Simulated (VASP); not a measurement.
# CdS (Imm2) in VASP: further runs, part 2 of 2

VASP 6.6.1. Earlier steps stand in the parts before.

## (3) Single point, PBE (strain +0.0225 x Voigt [0, 0, 0, 0, 1, 0])

Contents of INCAR:

```
PREC     = Accurate       # precision mode
ENCUT    = 520            # plane-wave cutoff, eV
EDIFF    = 1E-6           # SCF threshold, eV
ISMEAR   = 0              # smearing method
SIGMA    = 0.05           # smearing width, eV
LREAL    = F              # projectors in reciprocal space
LASPH    = T              # aspherical terms in the spheres
NELM     = 100            # most SCF steps
ALGO     = Normal         # electronic algorithm
ISIF     = 2              # what is computed and relaxed
LWAVE    = F              # write WAVECAR
LCHARG   = F              # write CHGCAR
GGA      = PE             # functional
NBANDS   = 16             # bands
```

Contents of KPOINTS:

```
regular mesh
0
Gamma
  8 8 8
```

Contents of POSCAR:

```
CdS
1.0
    0.0327375000      2.9100000000      2.9100000000
    2.9427375000      0.0000000000      2.9427375000
    2.9100000000      2.9100000000      0.0327375000
Cd S
1 1
Direct
    0.0000000000      0.0000000000      0.0000000000
    0.7500000000      0.7500000000      0.7500000000
```

Potentials or basis: VASP PAW PBE potentials, release 64 (Cd, S).

Command:

```bash
$ cat potpaw_PBE.64/Cd/POTCAR potpaw_PBE.64/S/POTCAR > POTCAR
$ mpirun -np 1 vasp_std > vasp.out
```

OUTCAR:

```text
PREC = Accurate
   ENCUT = 520
   EDIFF = 1E-6
   ISMEAR = 0
   LREAL = F
   LASPH = T
   NELM = 100
   ISIF = 2
   GGA = PE

 ion  position               nearest neighbor table
   1  0.000  0.000  0.000-   2 2.50   2 2.50   2 2.54   2 2.54
   2  0.750  0.750  0.750-   1 2.50   1 2.50   1 2.54   1 2.54

  LATTYP: Found a body centered orthorhombic cell.
 ALAT       =     4.0690636500
 B/A-ratio  =     1.0227560051
 C/A-ratio  =     1.4303044879

  Lattice vectors:

 A1 = (   0.0327375000,  -2.9100000000,   2.9100000000)
 A2 = (  -0.0327375000,  -2.9100000000,  -2.9100000000)
 A3 = (   2.9100000000,   2.9100000000,   0.0327375000)

Analysis of symmetry for initial positions (statically):
=====================================================================
 Subroutine PRICEL returns:
 Original cell was already a primitive cell.

 Routine SETGRP: Setting up the symmetry group for a
 body centered orthorhombic supercell.

 Subroutine GETGRP returns: Found  4 space group operations
 (whereof  4 operations were pure point group operations)
 out of a pool of  8 trial point group operations.

The static configuration has the point symmetry C_2v.

Analysis of symmetry for dynamics (positions and initial velocities):
=====================================================================
 Subroutine PRICEL returns:
 Original cell was already a primitive cell.

 Routine SETGRP: Setting up the symmetry group for a
 body centered orthorhombic supercell.

 Subroutine GETGRP returns: Found  4 space group operations
 (whereof  4 operations were pure point group operations)
 out of a pool of  8 trial point group operations.

The dynamic configuration has the point symmetry C_2v.

 Subroutine INISYM returns: Found  4 space group operations
 (whereof  4 operations are pure point group operations),
 and found     1 'primitive' translations

----------------------------------------------------------------------------------------

                                     Primitive cell

  volume of cell :      49.2781

  direct lattice vectors                    reciprocal lattice vectors
     0.032737500  2.910000000  2.910000000    -0.173776289  0.171821306  0.173776289
     2.942737500  0.000000000  2.942737500     0.169909820 -0.171821306  0.169909820
     2.910000000  2.910000000  0.032737500     0.173776289  0.171821306 -0.173776289

  length of vectors
     4.115491677  4.161659283  4.115491677     0.299864900  0.295400161  0.299864900

  position of ions in fractional coordinates (direct lattice)
     0.000000000  0.000000000  0.000000000
     0.750000000  0.750000000  0.750000000

  ion indices of the primitive-cell ions
   primitive index   ion index
                 1           1
                 2           2

----------------------------------------------------------------------------------------

 KPOINTS: regular mesh

Automatic generation of k-mesh.
 Grid dimensions read from file:
 generate k-points for:    8    8    8

 Generating k-lattice:

  Cartesian coordinates                     Fractional coordinates (reciprocal lattice)
    -0.021722036  0.021477663  0.021722036     0.125000000  0.000000000 -0.000000000
     0.021238728 -0.021477663  0.021238728    -0.000000000  0.125000000 -0.000000000
     0.021722036  0.021477663 -0.021722036    -0.000000000  0.000000000  0.125000000

  Length of vectors
     0.037483113  0.036925020  0.037483113

  Shift w.r.t. Gamma in fractional coordinates (k-lattice)
     0.000000000  0.000000000  0.000000000

 Subroutine IBZKPT returns following result:
 ===========================================

 Found     95 irreducible k-points:

 Following reciprocal coordinates:
            Coordinates               Weight
  0.000000  0.000000  0.000000      1.000000
  0.125000  0.000000 -0.000000      4.000000
  0.250000  0.000000 -0.000000      4.000000
  0.375000  0.000000 -0.000000      4.000000
  0.500000  0.000000 -0.000000      2.000000
 -0.000000  0.125000 -0.000000      4.000000
[... 16 lines left out ...]
  0.125000  0.375000 -0.000000      8.000000
  0.250000  0.375000  0.000000      8.000000
 [... further k-points ...]
   k-points           NKPTS =     95   k-points in BZ     NKDIM =     95   number of bands    NBANDS=     16
   number of dos      NEDOS =    301   number of ions     NIONS =      2
   total plane-waves  NPLWV =  32768
   dimension x,y,z NGX =    32 NGY =   32 NGZ =   32
   dimension x,y,z NGXF=    64 NGYF=   64 NGZF=   64
   ions per type =               1   1
   NGX,Y,Z   is equivalent  to a cutoff of  12.93, 12.78, 12.93 a.u.
   NGXF,Y,Z  is equivalent  to a cutoff of  25.85, 25.57, 25.85 a.u.
 SYSTEM =  unknown system
   PREC   = accura    normal or accurate (medium, high low for compatibility)
   ISTART =      0    job   : 0-new  1-cont  2-samecut
   ICHARG =      2    charge: 1-file 2-atom 10-const
   ISPIN  =      1    spin polarized calculation?
   LNONCOLLINEAR =      F non collinear calculations
   LSORBIT =      F    spin-orbit coupling
   LASPH  =      T    aspherical Exc in radial PAW
   ENCUT  =  520.0 eV  38.22 Ry    6.18 a.u.   7.65  7.74  7.65*2*pi/ulx,y,z
   NELM   =    100;   NELMIN=  2; NELMDL= -5     # of ELM steps
   EDIFF  = 0.1E-05   stopping-criterion for ELM
   LREAL  =      F    real-space projection
   EDIFFG = 0.1E-04   stopping-criterion for IOM
   NSW    =      0    number of steps for IOM
   IBRION =     -1    ionic relax: 0-MD 1-quasi-New 2-CG
   NFREE  =      0    steps in history (QN), initial steepest desc. (CG)
   ISIF   =      2    stress and relaxation
   ISYM   =      2    0-nonsym 1-usesym 2-fastsym
   POTIM  = 0.5000    time-step for ionic-motion
   TEBEG  =    0.0;   TEEND  =   0.0 temperature during run
   PSTRESS=    0.0 pullay stress
   NELECT =      18.0000    total number of electrons
   NUPDOWN=      -1.0000    fix difference up-down
   EMIN   =  10.00;   EMAX   =-10.00  energy-range for DOS
   EFERMI =   0.00;   METHOD = LEGACY
   ISMEAR =     0;   SIGMA  =   0.05  broadening in eV -4-tet -1-fermi 0-gaus
   EFERMI_NEDOS =   21; number of points for ismear=-14 and -15
   IALGO  =     38    algorithm
   IMIX   =      4    mixing-type and parameters
     AMIX     =   0.40;   BMIX     =  1.00
     AMIX_MAG =   1.60;   BMIX_MAG =  1.00
  volume/ion in A,a.u.               =      24.64       166.27
  Fermi-wavevector in a.u.,A,eV,Ry     =   1.170256  2.211464 18.633177  1.369500
  Thomas-Fermi vector in A             =   2.306717
   LORBIT       =      0    0 simple, 1 ext, 2 COOP (PROOUT), +10 PAW based schemes
   GGA     = PE    functional components
   LHFCALC =     F    Hartree Fock is set to
   AEXX    =    0.0000 exact exchange contribution
   IVDW    =     0    specifies the selected vdW correction
   LEPSILON=     F    determine dielectric tensor
   LRPA    =     F    only Hartree local field effects (RPA)
 non-spin polarized calculation
 Gauss-broadening in eV      SIGMA  =   0.05
  energy-cutoff  :      520.00
  volume of cell :       49.28
 maximum number of plane-waves:      1343
   NGX = 15   NGY = 15   NGZ = 15

 number of electron      18.0000002 magnetization

 Free energy of the ion-electron system (eV)
  ---------------------------------------------------
  ext. energy  EPLUGINS =         0.00000000
  ---------------------------------------------------
  free energy    TOTEN  =        -6.10950656 eV

  energy without entropy =       -6.10950656  energy(sigma->0) =       -6.10950656

 E-fermi :   1.6378     XC(G=0):  -9.1816

 val. band max:        1.4093947476   @ k =   0.0000   0.0000   0.0000
 cond. band min:       2.5367815627   @ k =   0.0000   0.0000   0.0000
 fundamental gap:      1.1273868151
 Fermi energy:         1.6378366567

 k-point     1 :       0.0000    0.0000    0.0000
  band No.  band energies     occupation
      1     -11.0400      2.00000
      2      -6.3942      2.00000
      3      -6.3814      2.00000
      4      -6.3683      2.00000
      5      -5.8917      2.00000
      6      -5.8913      2.00000
[... 8 lines left out ...]
     15      12.8654      0.00000
     16      12.8686      0.00000
[... 419 lines left out ...]
 k-point    24 :       0.2500    0.3750    0.0000
  band No.  band energies     occupation
      1     -10.6366      2.00000
      2      -6.2141      2.00000
      3      -6.1628      2.00000
      4      -6.0741      2.00000
      5      -5.8339      2.00000
      6      -5.7772      2.00000
[... 8 lines left out ...]
     15      13.6027      0.00000
     16      15.7595      0.00000

 [... further k-points ...]
[... 5 lines left out ...]
  --------------------------------------------------------------------------------------
  -------------------------------------------------------------------------------------
  Total        1.1438745      1.1423937      1.1438745      0.0000000      0.0000000     -0.3979840
  in kB       37.1907526     37.1426084     37.1907526      0.0000000      0.0000000    -12.9396391
  external PRESSURE =      37.1747045 kB  Pullay stress =       0.0000000 kB

 VOLUME and BASIS-vectors are now :
 -----------------------------------------------------------------------------
  energy-cutoff  :      520.00
  volume of cell :       49.28
      direct lattice vectors                 reciprocal lattice vectors
     0.032737500  2.910000000  2.910000000    -0.173776289  0.171821306  0.173776289
     2.942737500  0.000000000  2.942737500     0.169909820 -0.171821306  0.169909820
     2.910000000  2.910000000  0.032737500     0.173776289  0.171821306 -0.173776289

 POSITION                                       TOTAL-FORCE (eV/Angst)
 -----------------------------------------------------------------------------------
      0.00000      0.00000      0.00000        -0.000000     -0.168861     -0.000000
      4.41411      4.36500      4.41411         0.000000      0.168861      0.000000
 -----------------------------------------------------------------------------------
    total drift:                                0.000000      0.000247      0.000000

  FREE ENERGIE OF THE ION-ELECTRON SYSTEM (eV)
  ---------------------------------------------------
  free  energy   TOTEN  =        -6.1095065574 eV

  energy  without entropy=       -6.1095065574  energy(sigma->0) =       -6.10950656
```

Wall time 51 s (1 thread of Intel Xeon Platinum 8488C (Sapphire Rapids), shared host); peak memory 0.22 GiB.

Results:

```
Free energy            : -6.1095 eV
Pressure               : 3.7 GPa
Largest force          : 0.169 eV/Å
Band gap on the k mesh : 1.13 eV, direct
```

Forces on the atoms (eV/Å):
```
Cd   0.000 -0.169  0.000
S    0.000  0.169  0.000
```

Caveat: the cell differs from its parent crystal (strain +0.0225 x Voigt [0, 0, 0, 0, 1, 0]).

## (4) Single point, PBE (strain +0.0075 x Voigt [0, 0, 0, 0, 1, 0])

Contents of INCAR:

```
SYSTEM = CdS
ALGO = Normal
EDIFF = 1E-6
ENCUT = 520
GGA = PE
ISIF = 2
ISMEAR = 0
LASPH = .TRUE.
LCHARG = .TRUE.
LELF = .TRUE.
LREAL = .FALSE.
LVHAR = .TRUE.
LWAVE = .FALSE.
NBANDS = 16
NELM = 80
PREC = Accurate
SIGMA = 0.05
```

Contents of KPOINTS:

```
k-points
0
G
  8 8 8
  0 0 0
```

Contents of POSCAR:

```
CdS
1.0
    0.0109125000      2.9100000000      2.9100000000
    2.9209125000      0.0000000000      2.9209125000
    2.9100000000      2.9100000000      0.0109125000
Cd S
1 1
Direct
    0.0000000000      0.0000000000      0.0000000000
    0.7500000000      0.7500000000      0.7500000000
```

Command:

```bash
$ cat potpaw_PBE.64/Cd/POTCAR potpaw_PBE.64/S/POTCAR > POTCAR
$ mpirun -np 1 vasp_std > vasp.out
```

Run time: 58 s. Hardware: 1 thread of Intel Xeon Platinum 8488C (Sapphire Rapids), shared host; peak memory 0.22 GiB.

It converged, with:

```
Free energy            : -6.1136 eV
Pressure               : 3.7 GPa
Largest force          : 0.056 eV/Å
Band gap on the k mesh : 1.15 eV, direct
```

Forces in eV/Å, atoms in the order of the input:
```
Cd   0.000 -0.056  0.000
S    0.000  0.056  0.000
```

Stress tensor (GPa, compression positive):
```
 3.67  0.00 -0.43
 0.00  3.67  0.00
-0.43  0.00  3.67
```

Levels at points of the mesh, in eV from the valence-band top:
```csv
k point,band 5,band 6,band 7,band 8,band 9,band 10,band 11,band 12,band 13,band 14
"(0.00, 0.00, 0.00)",-7.28,-7.28,-0.02,-0.01,0.00,1.15,6.48,6.53,6.58,11.46
"(0.50, 0.00, 0.00)",-7.24,-6.89,-4.46,-0.79,-0.78,3.00,6.96,7.01,7.51,11.08
"(0.00, 0.50, 0.00)",-7.24,-6.89,-4.45,-0.76,-0.76,3.03,6.99,7.04,7.47,11.11
"(0.50, 0.50, 0.00)",-7.19,-6.82,-3.99,-1.91,-1.91,3.53,4.35,9.25,10.81,10.81
"(0.50, 0.00, 0.50)",-7.19,-6.82,-3.99,-1.94,-1.88,3.53,4.35,9.25,10.79,10.83
```

Caveat: the cell differs from its parent crystal (strain +0.0075 x Voigt [0, 0, 0, 0, 1, 0]).

## (5) Overview

| cell | gap on the mesh (eV) | pressure (GPa) | largest force (eV/Å) |
| --- | --- | --- | --- |
| a = 4.116, b = 4.193 Å, angles 59.4, 58.8, 59.4°, 2 atoms | 1.10 | 3.8 | 0.28 |
| a = 4.115, b = 4.162 Å, angles 59.6, 59.3, 59.6°, 2 atoms | 1.13 | 3.7 | 0.17 |
| a = 4.115, b = 4.131 Å, angles 59.9, 59.8, 59.9°, 2 atoms | 1.15 | 3.7 | 0.06 |

Alike in all rows: task single point; level PBE; potentials or basis VASP PAW PBE potentials, release 64 (Cd, S); no spin polarisation; k mesh 8 × 8 × 8; cutoff (eV) 520; smearing gaussian 0.05 eV.

Absolute energies hang on the potentials; compare differences alone.
